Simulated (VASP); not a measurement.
Write the native input for VASP 6.6.1 that does the following.

| Quantity | Value |
| --- | --- |
| Task | single point |
| Functional | LDA |
| Potentials or basis | VASP PAW LDA potentials, release 64 (B, N) |
| Cutoff | 520 eV |
| k mesh | 9 × 9 × 4 |
| Occupations | gaussian, width 0.1 eV |
| Spin | no spin polarisation |
| Dipole correction | no |
| Further INCAR settings | ALGO = Normal; EDIFF = 1e-07; NBANDS = 16 |

The structure of BN lies in POSCAR:

```
BN
1.0
    2.4982400000      0.0000000000      0.0000000000
   -1.2491200000      2.1635393048      0.0000000000
    0.0000000000      0.0000000000      6.6357000000
B N
2 2
Direct
    0.3333333333      0.6666666667      0.2500000000
    0.6666666667      0.3333333333      0.7500000000
    0.3333333333      0.6666666667      0.7500000000
    0.6666666667      0.3333333333      0.2500000000
```

One way to write it, as run:

INCAR

```
ALGO = Normal ; EDIFF = 1E-7
ENCUT = 520 ; GGA = CA
ISIF = 2 ; ISMEAR = 0
LASPH = T ; LCHARG = F
LREAL = F ; LWAVE = F
NBANDS = 16 ; NELM = 100
PREC = Accurate ; SIGMA = 0.1
```

KPOINTS

```
k-points
0
Gamma
  9 9 4
```

Potentials or basis: VASP PAW LDA potentials, release 64 (B, N).

The run is started by

```console
$ cat potpaw_LDA.64/B/POTCAR potpaw_LDA.64/N/POTCAR > POTCAR
$ mpirun -np 1 vasp_std > vasp.out
```

It gave:

| Item | Value |
| --- | --- |
| Pressure | -2.5 GPa |
| Band gap on the k mesh | 4.21 eV, indirect (least direct gap 4.51 eV) |

Wall time 18 s on 1 thread of Intel(R) Xeon(R) Platinum 8488C (Sapphire Rapids) (shared host), peak memory 0.14 GiB.
